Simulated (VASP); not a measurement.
# HfF2 (Cmcm) in VASP: single point with r2SCAN

Aim: the single point of HfF2 with r2SCAN.

Everything below comes from runs of VASP 6.6.1. Logs are shortened: lines on timing, memory, paths and dates and some standing lists are left out, and cuts for length are marked.

### 1 The cell of the first run

The structure is orthorhombic, space group Cmcm (No. 63). Conventional cell: a = 3.439 Å, b = 13.644 Å, c = 3.410 Å, α = 90.00°, β = 90.00°, γ = 90.00°. F (site symmetry m2m) has 6 F at 2.34 to 3.12 Å and 6 Hf at 2.50 to 2.83 Å within 3.2 Å. F (site symmetry m2m) has 8 F at 2.42 to 3.12 Å and 4 Hf at 2.60 to 2.61 Å within 3.2 Å. Within 3.5 Å of Hf (site symmetry m2m) lie 10 F at 2.50 to 2.83 Å and 6 Hf at 3.36 to 3.44 Å.

### 2 Single point, r2SCAN

POSCAR reads:

```
HfF2
1.0
    3.4386210000      0.0000000000      0.0000000000
    1.7193110000     -6.8219930000      0.0000000000
    0.0000000000      0.0000000000     -3.4095920000
F Hf
4 2
Direct
    0.4410000000      0.1180000000      0.7500000000
    0.5590000000      0.8820000000      0.2500000000
    0.7500000000      0.5000000000      0.7500000000
    0.2500000000      0.5000000000      0.2500000000
    0.1060000000      0.7880000000      0.7500000000
    0.8940000000      0.2120000000      0.2500000000
```

INCAR.step1 reads:

```
  PREC = Accurate
  ENCUT = 520
  ISMEAR = 1
  SIGMA = 0.1005
  LREAL = False
  LASPH = True
  NELM = 100
  NBANDS = 33
  GGA = PE
  ALGO = Normal
  EDIFF = 1E-4
  LWAVE = True
  LCHARG = False
```

INCAR.step2 reads:

```
  PREC = Accurate
  ENCUT = 520
  EDIFF = 1E-7
  ISMEAR = 1
  SIGMA = 0.1005
  LREAL = False
  LASPH = True
  NELM = 100
  ALGO = Normal
  ISIF = 2
  LWAVE = False
  LCHARG = False
  METAGGA = R2SCAN
  LMIXTAU = True
  NBANDS = 33
  ISTART = 1
```

KPOINTS reads:

```
regular mesh
0
Gamma
  8 8 8
```

Potentials or basis: VASP PAW PBE potentials, release 64 (F, Hf_pv).

Run with:

```
cat potpaw_PBE.64/F/POTCAR potpaw_PBE.64/Hf_pv/POTCAR > POTCAR
cp INCAR.step1 INCAR
mpirun -np 1 vasp_std > vasp.out
cp INCAR.step2 INCAR
mpirun -np 1 vasp_std > vasp.out
```

OUTCAR:

```text
PREC = Accurate
   ENCUT = 520
   EDIFF = 1E-7
   ISMEAR = 1
   LREAL = False
   LASPH = True
   NELM = 100
   ISIF = 2
   METAGGA = R2SCAN
   ISTART = 1

 ion  position               nearest neighbor table
   1  0.441  0.118  0.750-   6 2.50   6 2.50   6 2.50   6 2.50   5 2.83   5 2.83
   2  0.559  0.882  0.250-   5 2.50   5 2.50   5 2.50   5 2.50   6 2.83   6 2.83
   3  0.750  0.500  0.750-   6 2.60   6 2.60   5 2.61   5 2.61
   4  0.250  0.500  0.250-   5 2.60   5 2.60   6 2.61   6 2.61
   5  0.106  0.788  0.750-   2 2.50   2 2.50   2 2.50   2 2.50   4 2.60   4 2.60   3 2.61   3 2.61
                             1 2.83   1 2.83   6 3.36   6 3.36
   6  0.894  0.212  0.250-   1 2.50   1 2.50   1 2.50   1 2.50   3 2.60   3 2.60   4 2.61   4 2.61
                             2 2.83   2 2.83   5 3.36   5 3.36

  LATTYP: Found a base centered orthorhombic cell.
 ALAT       =     3.4386210000
 B/A-ratio  =     3.9678656066
 C/A-ratio  =     0.9915579530

  Lattice vectors:

 A1 = (   1.7193100000,   6.8219930000,   0.0000000000)
 A2 = (   1.7193110000,  -6.8219930000,   0.0000000000)
 A3 = (   0.0000000000,   0.0000000000,  -3.4095920000)

Analysis of symmetry for initial positions (statically):
=====================================================================
 Subroutine PRICEL returns:
 Original cell was already a primitive cell.

 Routine SETGRP: Setting up the symmetry group for a
 base centered orthorhombic supercell.

 Subroutine GETGRP returns: Found  8 space group operations
 (whereof  4 operations were pure point group operations)
 out of a pool of  8 trial point group operations.

The static configuration has the point symmetry C_2h.
 The point group associated with its full space group is D_2h.

Analysis of symmetry for dynamics (positions and initial velocities):
=====================================================================
 Subroutine PRICEL returns:
 Original cell was already a primitive cell.

 Routine SETGRP: Setting up the symmetry group for a
 base centered orthorhombic supercell.

 Subroutine GETGRP returns: Found  8 space group operations
 (whereof  4 operations were pure point group operations)
 out of a pool of  8 trial point group operations.

The dynamic configuration has the point symmetry C_2h.
 The point group associated with its full space group is D_2h.

 Subroutine INISYM returns: Found  8 space group operations
 (whereof  4 operations are pure point group operations),
 and found     1 'primitive' translations

----------------------------------------------------------------------------------------

                                     Primitive cell

  volume of cell :      79.9831

  direct lattice vectors                    reciprocal lattice vectors
     3.438621000  0.000000000  0.000000000     0.290814254  0.073292386  0.000000000
     1.719311000 -6.821993000  0.000000000     0.000000000 -0.146584730  0.000000000
     0.000000000  0.000000000 -3.409592000     0.000000000  0.000000000 -0.293290224

  length of vectors
     3.438621000  7.035312275  3.409592000     0.299907826  0.146584730  0.293290224

  position of ions in fractional coordinates (direct lattice)
     0.441000000  0.118000000  0.750000000
     0.559000000  0.882000000  0.250000000
     0.750000000  0.500000000  0.750000000
     0.250000000  0.500000000  0.250000000
     0.106000000  0.788000000  0.750000000
     0.894000000  0.212000000  0.250000000

  ion indices of the primitive-cell ions
   primitive index   ion index
                 1           1
                 2           2
                 3           3
                 4           4
                 5           5
                 6           6

----------------------------------------------------------------------------------------

 KPOINTS: regular mesh

Automatic generation of k-mesh.
 Grid dimensions read from file:
 generate k-points for:    8    8    8

 Generating k-lattice:

  Cartesian coordinates                     Fractional coordinates (reciprocal lattice)
     0.036351782  0.009161548  0.000000000     0.125000000  0.000000000  0.000000000
     0.000000000 -0.018323091  0.000000000     0.000000000  0.125000000  0.000000000
     0.000000000  0.000000000 -0.036661278     0.000000000  0.000000000  0.125000000

  Length of vectors
     0.037488478  0.018323091  0.036661278

  Shift w.r.t. Gamma in fractional coordinates (k-lattice)
     0.000000000  0.000000000  0.000000000

 Subroutine IBZKPT returns following result:
 ===========================================

 Found    105 irreducible k-points:

 Following reciprocal coordinates:
            Coordinates               Weight
  0.000000  0.000000  0.000000      1.000000
  0.125000  0.000000  0.000000      4.000000
  0.250000  0.000000  0.000000      4.000000
  0.375000  0.000000  0.000000      4.000000
  0.500000  0.000000  0.000000      2.000000
  0.000000  0.125000  0.000000      2.000000
[... 16 lines left out ...]
  0.125000  0.000000  0.125000      8.000000
  0.250000  0.000000  0.125000      8.000000
 [... further k-points ...]
   k-points           NKPTS =    105   k-points in BZ     NKDIM =    105   number of bands    NBANDS=     33
   number of dos      NEDOS =    301   number of ions     NIONS =      6
   total plane-waves  NPLWV =  42336
   dimension x,y,z NGX =    28 NGY =   54 NGZ =   28
   dimension x,y,z NGXF=    56 NGYF=  108 NGZF=   56
   ions per type =               4   2
   NGX,Y,Z   is equivalent  to a cutoff of  13.54, 12.76, 13.65 a.u.
   NGXF,Y,Z  is equivalent  to a cutoff of  27.07, 25.52, 27.30 a.u.
 SYSTEM =  unknown system
   PREC   = accura    normal or accurate (medium, high low for compatibility)
   ISTART =      1    job   : 0-new  1-cont  2-samecut
   ICHARG =      0    charge: 1-file 2-atom 10-const
   ISPIN  =      1    spin polarized calculation?
   LNONCOLLINEAR =      F non collinear calculations
   LSORBIT =      F    spin-orbit coupling
   LASPH  =      T    aspherical Exc in radial PAW
   ENCUT  =  520.0 eV  38.22 Ry    6.18 a.u.   6.39 13.08  6.34*2*pi/ulx,y,z
   NELM   =    100;   NELMIN=  2; NELMDL=  0     # of ELM steps
   EDIFF  = 0.1E-06   stopping-criterion for ELM
   LREAL  =      F    real-space projection
   EDIFFG = 0.1E-05   stopping-criterion for IOM
   NSW    =      0    number of steps for IOM
   IBRION =     -1    ionic relax: 0-MD 1-quasi-New 2-CG
   NFREE  =      0    steps in history (QN), initial steepest desc. (CG)
   ISIF   =      2    stress and relaxation
   ISYM   =      2    0-nonsym 1-usesym 2-fastsym
   POTIM  = 0.5000    time-step for ionic-motion
   TEBEG  =    0.0;   TEEND  =   0.0 temperature during run
   PSTRESS=    0.0 pullay stress
   NELECT =      48.0000    total number of electrons
   NUPDOWN=      -1.0000    fix difference up-down
   EMIN   =  10.00;   EMAX   =-10.00  energy-range for DOS
   EFERMI =   0.00;   METHOD = LEGACY
   ISMEAR =     1;   SIGMA  =   0.10  broadening in eV -4-tet -1-fermi 0-gaus
   EFERMI_NEDOS =   21; number of points for ismear=-14 and -15
   IALGO  =     38    algorithm
   IMIX   =      4    mixing-type and parameters
     AMIX     =   0.40;   BMIX     =  1.00
     AMIX_MAG =   1.60;   BMIX_MAG =  1.00
  volume/ion in A,a.u.               =      13.33        89.96
  Fermi-wavevector in a.u.,A,eV,Ry     =   1.380880  2.609485 25.943988  1.906829
  Thomas-Fermi vector in A             =   2.505716
   LORBIT       =      0    0 simple, 1 ext, 2 COOP (PROOUT), +10 PAW based schemes
   METAGGA = R2SCAN    functional components
   LHFCALC =     F    Hartree Fock is set to
   AEXX    =    0.0000 exact exchange contribution
   IVDW    =     0    specifies the selected vdW correction
   LEPSILON=     F    determine dielectric tensor
   LRPA    =     F    only Hartree local field effects (RPA)
 non-spin polarized calculation
 Methfessel and Paxton  Order N= 1 SIGMA  =   0.10
  energy-cutoff  :      520.00
  volume of cell :       79.98
 maximum number of plane-waves:      2179
 NGX is ok and might be reduce to    28
   NGX = 13   NGY = 27   NGZ = 13

 number of electron      47.9999990 magnetization

 Free energy of the ion-electron system (eV)
  ---------------------------------------------------
  ext. energy  EPLUGINS =         0.00000000
  ---------------------------------------------------
  free energy    TOTEN  =      -114.97669978 eV

  energy without entropy =     -114.97617772  energy(sigma->0) =     -114.97652576

 E-fermi :   5.1532     XC(G=0): -11.4923

 val. band max:        5.1451130976   @ k =   0.1250   0.0000   0.1250
 cond. band min:       5.1603297151   @ k =   0.5000   0.0000   0.3750
 fundamental gap:      0.0152166176
 Fermi energy:         5.1532081561

 k-point     1 :       0.0000    0.0000    0.0000
  band No.  band energies     occupation
      1     -29.0017      2.00000
      2     -28.9705      2.00000
      3     -28.9511      2.00000
      4     -28.9411      2.00000
      5     -28.8975      2.00000
      6     -28.7864      2.00000
[... 25 lines left out ...]
     32       7.9392      0.00000
     33       8.1507      0.00000

 k-point     2 :       0.1250    0.0000    0.0000
  band No.  band energies     occupation
      1     -29.0153      2.00000
      2     -28.9884      2.00000
      3     -28.9840      2.00000
      4     -28.9382      2.00000
      5     -28.8949      2.00000
      6     -28.7852      2.00000
[... 25 lines left out ...]
     32       7.9407      0.00000
     33       8.1118      0.00000

 k-point     3 :       0.2500    0.0000    0.0000
  band No.  band energies     occupation
      1     -29.1060      2.00000
      2     -29.0631      2.00000
      3     -28.9706      2.00000
      4     -28.9311      2.00000
      5     -28.8888      2.00000
      6     -28.7824      2.00000
[... 25 lines left out ...]
     32       7.7409      0.00000
     33       8.3205      0.00000

 k-point     4 :       0.3750    0.0000    0.0000
  band No.  band energies     occupation
      1     -29.1962      2.00000
      2     -29.1404      2.00000
      3     -28.9505      2.00000
      4     -28.9239      2.00000
      5     -28.8827      2.00000
      6     -28.7799      2.00000
[... 25 lines left out ...]
     32       7.8615      0.00000
     33       8.3555      0.00000

 k-point     5 :       0.5000    0.0000    0.0000
  band No.  band energies     occupation
      1     -29.2329      2.00000
      2     -29.1720      2.00000
      3     -28.9419      2.00000
      4     -28.9210      2.00000
      5     -28.8802      2.00000
      6     -28.7790      2.00000
[... 604 lines left out ...]
 k-point    22 :       0.0000    0.0000    0.1250
  band No.  band energies     occupation
      1     -29.0024      2.00000
      2     -28.9787      2.00000
      3     -28.9668      2.00000
      4     -28.9489      2.00000
      5     -28.9240      2.00000
      6     -28.7880      2.00000
[... 25 lines left out ...]
     32       7.7859      0.00000
     33       8.1448      0.00000

 k-point    23 :       0.1250    0.0000    0.1250
  band No.  band energies     occupation
      1     -29.0134      2.00000
      2     -28.9866      2.00000
      3     -28.9833      2.00000
      4     -28.9721      2.00000
      5     -28.9201      2.00000
      6     -28.7865      2.00000
[... 25 lines left out ...]
     32       7.8845      0.00000
     33       7.9680      0.00000

 k-point    24 :       0.2500    0.0000    0.1250
  band No.  band energies     occupation
      1     -29.0985      2.00000
      2     -29.0582      2.00000
      3     -28.9720      2.00000
      4     -28.9643      2.00000
      5     -28.9113      2.00000
      6     -28.7831      2.00000
[... 25 lines left out ...]
     32       7.7253      0.00000
     33       8.1771      0.00000

 [... further k-points ...]
[... 5 lines left out ...]
  --------------------------------------------------------------------------------------
  -------------------------------------------------------------------------------------
  Total        0.6238048    -17.0391226     -5.1560771      0.0000012     -0.0000000      0.0000000
  in kB       12.4957210   -341.3184900   -103.2837485      0.0000250     -0.0000000      0.0000000
  external PRESSURE =    -144.0355058 kB  Pullay stress =       0.0000000 kB

 VOLUME and BASIS-vectors are now :
 -----------------------------------------------------------------------------
  energy-cutoff  :      520.00
  volume of cell :       79.98
      direct lattice vectors                 reciprocal lattice vectors
     3.438621000  0.000000000  0.000000000     0.290814254  0.073292386  0.000000000
     1.719311000 -6.821993000  0.000000000     0.000000000 -0.146584730  0.000000000
     0.000000000  0.000000000 -3.409592000     0.000000000  0.000000000 -0.293290224

 POSITION                                       TOTAL-FORCE (eV/Angst)
 -----------------------------------------------------------------------------------
      1.71931     -0.80500     -2.55719         0.000000     -2.294505      0.000000
      3.43862     -6.01700     -0.85240        -0.000000      2.294505      0.000000
      3.43862     -3.41100     -2.55719         0.000000     -0.271564      0.000000
      1.71931     -3.41100     -0.85240        -0.000000      0.271564      0.000000
      1.71931     -5.37573     -2.55719        -0.000000      1.086992      0.000000
      3.43862     -1.44626     -0.85240         0.000000     -1.086992     -0.000000
 -----------------------------------------------------------------------------------
    total drift:                                0.000000      0.000000     -0.000000

  FREE ENERGIE OF THE ION-ELECTRON SYSTEM (eV)
  ---------------------------------------------------
  free  energy   TOTEN  =      -114.9766997788 eV

  energy  without entropy=     -114.9761777212  energy(sigma->0) =     -114.97652576
```

It took 11 min on 1 thread of Intel Xeon Platinum 8488C (Sapphire Rapids), shared host; peak memory 0.36 GiB.

Results:

```yaml
Free_energy: -114.9767 eV
Pressure: -14.4 GPa
Largest_force: 2.295 eV/Å
Band_gap_on_the_k_mesh: zero (bands 24 and 25 overlap by 1.89 eV)
```

Forces in eV/Å, atoms in the order of the input:
```
F    0.000 -2.295  0.000
F    0.000  2.295  0.000
F    0.000 -0.272  0.000
F    0.000  0.272  0.000
Hf   0.000  1.087  0.000
Hf   0.000 -1.087  0.000
```

Stress tensor (GPa, compression positive):
```
  1.25   0.00   0.00
  0.00 -34.13   0.00
  0.00   0.00 -10.33
```

Levels at points of the mesh, in eV from the Fermi level:
```tsv
k point	band 22	band 23	band 24	band 25	band 26	band 27
(0.00, 0.00, 0.00)	-4.40	-2.61	-1.92	-1.25	-0.19	0.84
(0.50, 0.00, 0.00)	-5.83	-0.22	0.06	0.07	1.07	1.54
(0.00, 0.50, 0.00)	-4.41	-2.46	-1.29	-0.95	-0.43	0.66
(0.00, 0.00, 0.50)	-5.84	-0.94	-0.94	0.54	0.54	2.23
(0.50, 0.00, 0.50)	-4.05	0.11	0.11	1.07	1.07	2.00
(0.00, 0.50, 0.50)	-5.86	-0.69	-0.69	0.20	0.20	2.37
```

Caveat: the stress differs along the axes, from -34 to 1 GPa; the PAW data sets were made with another functional, which shifts forces and pressure a little; spin-orbit coupling is left out, which moves the levels of the heavy elements.
